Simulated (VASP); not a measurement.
Write the native input for VASP 6.6.1 that does the following.

| Property | Result |
| --- | --- |
| Task | single point |
| Functional | r2SCAN |
| Potentials or basis | VASP PAW PBE potentials, release 64 (Pb_d) |
| Cutoff | 520 eV |
| k mesh | 4 × 4 × 4 |
| Occupations | gaussian, width 0.1 eV |
| Spin | no spin polarisation |
| Dipole correction | no |
| Further INCAR settings | ALGO = Normal; EDIFF = 1e-06; NBANDS = 36 |

Crystal: Pb.

```
Pb
1.0
     2.77752   -4.77845    0.00000
     2.77752    4.77845    0.00000
     0.00000    0.00000    5.48513
Pb
4
Direct
  0.15911 0.84089 0.08999
  0.65911 0.34089 0.41001
  0.84089 0.15911 0.91001
  0.34089 0.65911 0.58999
```

One way to write it, as run:

POSCAR

```
Pb
1.0
    2.7775168938     -4.7784520642      0.0000000000
    2.7775168938      4.7784520642      0.0000000000
    0.0000000000      0.0000000000      5.4851312584
Pb
4
Direct
    0.1591069068      0.8408930932      0.0899945406
    0.6591069068      0.3408930932      0.4100054594
    0.8408930932      0.1591069068      0.9100054594
    0.3408930932      0.6591069068      0.5899945406
```

INCAR.step1

```
SYSTEM = Pb
PREC = Accurate
ENCUT = 520
ISMEAR = 0
SIGMA = 0.1
LREAL = .FALSE.
LASPH = .TRUE.
NELM = 100
NBANDS = 36
GGA = PE
ALGO = Normal
EDIFF = 1E-4
LWAVE = .TRUE.
LCHARG = .FALSE.
```

INCAR.step2

```
SYSTEM = Pb
PREC = Accurate
ENCUT = 520
EDIFF = 1E-6
ISMEAR = 0
SIGMA = 0.1
LREAL = .FALSE.
LASPH = .TRUE.
NELM = 100
ALGO = Normal
ISIF = 2
LWAVE = .FALSE.
LCHARG = .FALSE.
METAGGA = R2SCAN
LMIXTAU = .TRUE.
NBANDS = 36
ISTART = 1
```

KPOINTS

```
Automatic mesh
0
G
  4 4 4
  0 0 0
```

Potentials or basis: VASP PAW PBE potentials, release 64 (Pb_d).

Command:

```console
$ cat potpaw_PBE.64/Pb_d/POTCAR > POTCAR
$ cp INCAR.step1 INCAR
$ mpirun -np 1 vasp_std > vasp.out
$ cp INCAR.step2 INCAR
$ mpirun -np 1 vasp_std > vasp.out
```

It gave:

```
Pressure               : 0.0 GPa
Largest force          : 0.021 eV/Å
Band gap on the k mesh : zero (bands 28 and 29 overlap by 1.08 eV)
```

Caveat: the PAW data sets were made with another functional, which shifts forces and pressure a little; spin-orbit coupling is left out, which moves the levels of the heavy elements.

It took 3.9 min on 1 thread of Intel(R) Xeon(R) Platinum 8488C (Sapphire Rapids), on a shared host, peak memory 0.31 GiB.
